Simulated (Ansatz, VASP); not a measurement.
**Two plane-wave programs on MgO**

Contents of INCAR:

```
SYSTEM = MgO
PREC = Accurate ; ENCUT = 520
EDIFF = 1E-6 ; ISMEAR = 0
SIGMA = 0.02 ; LREAL = .False.
LASPH = .True. ; NELM = 100
ALGO = Normal ; ISIF = 2
LWAVE = .False. ; LCHARG = .True.
GGA = PS ; LELF = .True.
LVHAR = .True. ; NBANDS = 16
```

The input KPOINTS:

```
Automatic mesh
0
Gamma
  9 9 6
  0 0 0
```

File POSCAR:

```
MgO
1.0
    3.3077869865      0.0000000000      0.0000000000
   -1.6538934933      2.8646275606      0.0000000000
    0.0000000000      0.0000000000      4.9828816700
Mg O
2 2
Direct
    0.3333333300      0.6666666700      0.0021597400
    0.6666666700      0.3333333300      0.5021597400
    0.3333333300      0.6666666700      0.4024402600
    0.6886433965      0.2840703815      0.9191595011
```

Input for Ansatz:

```yaml
crystal:
  lattice:
    - [3.3077869865, 0.0, 0.0]
    - [-1.6538934933, 2.8646275606, 0.0]
    - [0.0, 0.0, 4.98288167]
  atoms:
    - { symbol: Mg, position: [0.33333333, 0.66666667, 0.00215974] }
    - { symbol: Mg, position: [0.66666667, 0.33333333, 0.50215974] }
    - { symbol: O, position: [0.33333333, 0.66666667, 0.40244026] }
    - { symbol: O, position: [0.6886433965, 0.2840703815, 0.9191595011] }
basis:
  ecutwfc: 420
kpoints:
  mp_grid: { grid: [9, 9, 6] }
hamiltonian:
  xc: pbesol
scf:
  occupations: { method: gaussian, width: 0.02 }
output:
  forces: true
  stress: true
  eigenvalues: true
```

Change from the starting cell: one atom moved.

Alike in both runs: task single point; functional PBEsol; k mesh 9 × 9 × 6; occupations gaussian, width 0.02 eV; no spin polarisation.

|  | VASP | Ansatz |
| --- | --- | --- |
| version | VASP 6.6.1 | Ansatz 0.2.0 |
| potentials or method | VASP PAW PBE potentials, release 64 (Mg, O), cutoff 520 eV | scalar-relativistic, plane waves, PAW |
| valence electrons in the cell | 16 | 32 |

Ansatz gave:

* gap on the k mesh at the Fermi level (eV): 3.22
* least direct gap on the mesh (eV): 3.22
* pressure (GPa): 2.2
* traceless stress, the component that is largest in VASP (GPa): 7.03
* rms of the force components (eV/Å): 0.865

**Question.** Which values does VASP return?

**Answer.** gap on the k mesh at the Fermi level (eV): 3.21; least direct gap on the mesh (eV): 3.21; pressure (GPa): 2.0; traceless stress, the component that is largest in VASP (GPa): 7.17; rms of the force components (eV/Å): 0.880.

VASP's potentials were made for PBE, not for PBEsol. Atom by atom the forces differ by 0.015 eV/Å (rms over components). With one functional, cell and mesh, what is left measures potentials, basis and numerics. VASP's potentials hold 16 valence electrons a cell and Ansatz's 32, so a difference there can come from the potentials and not from the codes.
